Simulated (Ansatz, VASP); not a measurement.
One calculation of Ca3Nb, two programs

Contents of INCAR:

```
SYSTEM = Ca3Nb
PREC = Accurate
ENCUT = 600
EDIFF = 1E-6
ISMEAR = 0
SIGMA = 0.1
LREAL = .False.
LASPH = .True.
NELM = 80
ALGO = Fast
ISIF = 3
LWAVE = .False.
LCHARG = .False.
GGA = PE
IBRION = 2
NSW = 90
EDIFFG = -0.04
```

Contents of KPOINTS:

```
Automatic mesh
0
Gamma
  3 3 4
  0 0 0
```

Contents of POSCAR:

```
Ca3Nb
1.0
    6.6443104933      0.0000000000      0.0000000000
   -3.3221552467      5.7541416779      0.0000000000
    0.0000000000      0.0000000000      5.3330843370
Ca Nb
6 2
Direct
    0.8330000000      0.6660000000      0.2500000000
    0.1670000000      0.8330000000      0.7500000000
    0.3340000000      0.1670000000      0.2500000000
    0.1670000000      0.3340000000      0.7500000000
    0.8330000000      0.1670000000      0.2500000000
    0.6660000000      0.8330000000      0.7500000000
    0.3333333333      0.6666666667      0.2500000000
    0.6666666667      0.3333333333      0.7500000000
```

Input for Ansatz:

```yaml
crystal:
  lattice:
    - [6.6443104933, 0.0, 0.0]
    - [-3.3221552467, 5.7541416779, 0.0]
    - [0.0, 0.0, 5.333084337]
  atoms:
    - { symbol: Ca, position: [0.833, 0.666, 0.25] }
    - { symbol: Ca, position: [0.167, 0.833, 0.75] }
    - { symbol: Ca, position: [0.334, 0.167, 0.25] }
    - { symbol: Ca, position: [0.167, 0.334, 0.75] }
    - { symbol: Ca, position: [0.833, 0.167, 0.25] }
    - { symbol: Ca, position: [0.666, 0.833, 0.75] }
    - { symbol: Nb, position: [0.3333333333, 0.6666666667, 0.25] }
    - { symbol: Nb, position: [0.6666666667, 0.3333333333, 0.75] }
basis:
  ecutwfc: 420
kpoints:
  mp_grid: { grid: [3, 3, 4] }
hamiltonian:
  xc: pbe
scf:
  occupations: { method: gaussian, width: 0.1 }
  lower_state_search: "off"
output:
  forces: true
  stress: true
  eigenvalues: true
relax:
  adjacent_minimum: "off"
  f_tol: 0.04
  max_steps: 70
  cell: { stress_tol: 0.4 }
```

Alike in both runs: task relaxation of cell and atoms; functional PBE; k mesh 3 × 3 × 4; occupations gaussian, width 0.1 eV; no spin polarisation.

```csv
,VASP,Ansatz
version,VASP 6.6.1,Ansatz 0.2.0
potentials or method,"VASP PAW PBE potentials, release 64 (Ca_sv, Nb_sv), cutoff 600 eV","scalar-relativistic, plane waves, PAW"
valence electrons in the cell,86,86
```

|  | VASP | Ansatz | Ansatz less VASP |
| --- | --- | --- | --- |
| gap on the k mesh at the Fermi level, each at its own relaxed structure (eV) | none | none | - |
| relaxed volume (Å³/atom) | 31.56 | 31.39 | -0.169 |
| relaxed length of the cell vector where the two differ most in proportion (Å) | 7.207 | 7.193 | -0.0142 |

A gap of «none» marks a metal or a gap that the smearing closes.

The k mesh is coarse, so the values compare programs but aren't converged. Noted on VASP's run: the volume moved by over 15 % at a fixed basis, so the end points are rough.
